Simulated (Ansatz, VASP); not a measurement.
# Two plane-wave programs on Ga2O3

Contents of INCAR:

```
SYSTEM = Ga2O3
  PREC = Accurate
  ENCUT = 600
  EDIFF = 1E-6
  ISMEAR = 0
  SIGMA = 0.05
  LREAL = .FALSE.
  LASPH = .TRUE.
  NELM = 120
  ALGO = Normal
  ISIF = 2
  LWAVE = .FALSE.
  LCHARG = .FALSE.
  GGA = PE
  NBANDS = 55
  GGA_COMPAT = .FALSE.
  KPAR = 4
```

File KPOINTS:

```
Automatic mesh
0
G
  10 10 6
  0 0 0
```

POSCAR

```
Ga2O3
1.0
    6.3831163293     -1.5803004363      0.0109178190
    6.3831163293      1.5803004363      0.0109178190
   -1.4377915505      0.0000000000      5.4223094842
Ga O
4 6
Direct
    0.0899134338      0.0899134338      0.7947233214
    0.9100865662      0.9100865662      0.2052766786
    0.6585007298      0.6585007298      0.3141978958
    0.3414992702      0.3414992702      0.6858021042
    0.1634883771      0.1634883771      0.1092060624
    0.8365116229      0.8365116229      0.8907939376
    0.1737013129      0.1737013129      0.5643594349
    0.8262986871      0.8262986871      0.4356405651
    0.4960195696      0.4960195696      0.2566813611
    0.5039804304      0.5039804304      0.7433186389
```

Input for Ansatz:

```yaml
crystal:
  lattice:
    - [6.3831163293, -1.5803004363, 0.010917819]
    - [6.3831163293, 1.5803004363, 0.010917819]
    - [-1.4377915505, 0.0, 5.4223094842]
  atoms:
    - { symbol: Ga, position: [0.0899134338, 0.0899134338, 0.7947233214] }
    - { symbol: Ga, position: [0.9100865662, 0.9100865662, 0.2052766786] }
    - { symbol: Ga, position: [0.6585007298, 0.6585007298, 0.3141978958] }
    - { symbol: Ga, position: [0.3414992702, 0.3414992702, 0.6858021042] }
    - { symbol: O, position: [0.1634883771, 0.1634883771, 0.1092060624] }
    - { symbol: O, position: [0.8365116229, 0.8365116229, 0.8907939376] }
    - { symbol: O, position: [0.1737013129, 0.1737013129, 0.5643594349] }
    - { symbol: O, position: [0.8262986871, 0.8262986871, 0.4356405651] }
    - { symbol: O, position: [0.4960195696, 0.4960195696, 0.2566813611] }
    - { symbol: O, position: [0.5039804304, 0.5039804304, 0.7433186389] }
basis:
  ecutwfc: 420
kpoints:
  mp_grid: { grid: [10, 10, 6] }
hamiltonian:
  xc: pbe
scf:
  occupations: { method: gaussian, width: 0.05 }
output:
  forces: true
  stress: true
  eigenvalues: true
```

Change from the starting cell: strain +0.025 along x and y, -0.050 along z, atoms carried along.

Alike in both runs: task single point; functional PBE; k mesh 10 × 10 × 6; occupations gaussian, width 0.05 eV; no spin polarisation.

```csv
,VASP,Ansatz
version,VASP 6.6.1,Ansatz 0.2.0
potentials or method,"VASP PAW PBE potentials, release 64 (Ga_d, O), cutoff 600 eV","scalar-relativistic, plane waves, PAW"
valence electrons in the cell,88,88
```

Ansatz gave:

| Property | Result |
| --- | --- |
| gap on the k mesh at the Fermi level (eV) | 1.50 |
| least direct gap on the mesh (eV) | 1.51 |
| pressure (GPa) | 1.1 |
| traceless stress, the component that is largest in VASP (GPa) | 16.06 |
| rms of the force components (eV/Å) | 0.540 |

**Question.** What did VASP give for the same quantities?

**Answer.** gap on the k mesh at the Fermi level (eV): 1.48; least direct gap on the mesh (eV): 1.50; pressure (GPa): 1.5; traceless stress, the component that is largest in VASP (GPa): 15.92; rms of the force components (eV/Å): 0.529.

Atom by atom the forces differ by 0.013 eV/Å (rms over components).
